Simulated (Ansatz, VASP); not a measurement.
# One calculation of LiF, two programs

The input POSCAR:

```
LiF
1.0
    0.0000000000      2.0140000000      2.0140000000
    1.7874250000      0.0000000000      2.0140000000
    1.7874250000      2.0140000000      0.0000000000
Li F
1 1
Direct
    0.0000000000      0.0000000000      0.0000000000
    0.5000000000      0.5000000000      0.5000000000
```

The input INCAR.step1:

```
SYSTEM = LiF
PREC = Accurate
ENCUT = 520
ISMEAR = 0
SIGMA = 0.05
LREAL = .FALSE.
LASPH = .TRUE.
NELM = 100
NBANDS = 12
GGA = PE
ALGO = Normal
EDIFF = 1E-4
LWAVE = .TRUE.
LCHARG = .FALSE.
```

INCAR.step2

```
SYSTEM = LiF
PREC = Accurate
ENCUT = 520
EDIFF = 1E-6
ISMEAR = 0
SIGMA = 0.05
LREAL = .FALSE.
LASPH = .TRUE.
NELM = 100
ALGO = Normal
ISIF = 2
LWAVE = .FALSE.
LCHARG = .FALSE.
METAGGA = R2SCAN
LMIXTAU = .TRUE.
NBANDS = 12
ISTART = 1
```

The input KPOINTS:

```
regular mesh
0
G
  10 10 10
  0 0 0
```

Input for Ansatz:

```yaml
crystal:
  lattice:
    - [0.0, 2.014, 2.014]
    - [1.787425, 0.0, 2.014]
    - [1.787425, 2.014, 0.0]
  atoms:
    - { symbol: Li, position: [0.0, 0.0, 0.0] }
    - { symbol: F, position: [0.5, 0.5, 0.5] }
basis:
  ecutwfc: 500
kpoints:
  mp_grid: { grid: [10, 10, 10] }
hamiltonian:
  xc: r2scan
scf:
  occupations: { method: gaussian, width: 0.05 }
output:
  forces: true
  stress: true
  eigenvalues: true
```

Change from the starting cell: strain -0.1125 x Voigt [1, 0, 0, 0, 0, 0], atoms carried along.

Alike in both runs: task single point; functional r2SCAN; k mesh 10 × 10 × 10; occupations gaussian, width 0.05 eV; no spin polarisation.

|  | VASP | Ansatz |
| --- | --- | --- |
| version | VASP 6.6.1 | Ansatz 0.2.0 |
| potentials or method | VASP PAW PBE potentials, release 64 (Li_sv, F), cutoff 520 eV | scalar-relativistic, plane waves, PAW |
| valence electrons in the cell | 10 | 10 |

VASP gave:

| Property | Result |
| --- | --- |
| gap on the k mesh at the Fermi level (eV) | 11.20 |
| least direct gap on the mesh (eV) | 11.20 |

Task: Which values does Ansatz return?

Result: gap on the k mesh at the Fermi level (eV): 11.04; least direct gap on the mesh (eV): 11.04.

VASP's potentials were made for PBE, not for r2SCAN. The functional is the same, so the differences come from potentials, cutoffs and numerics.

Noted on VASP's run: the cutoff is short for stress, so the pressure is rough.
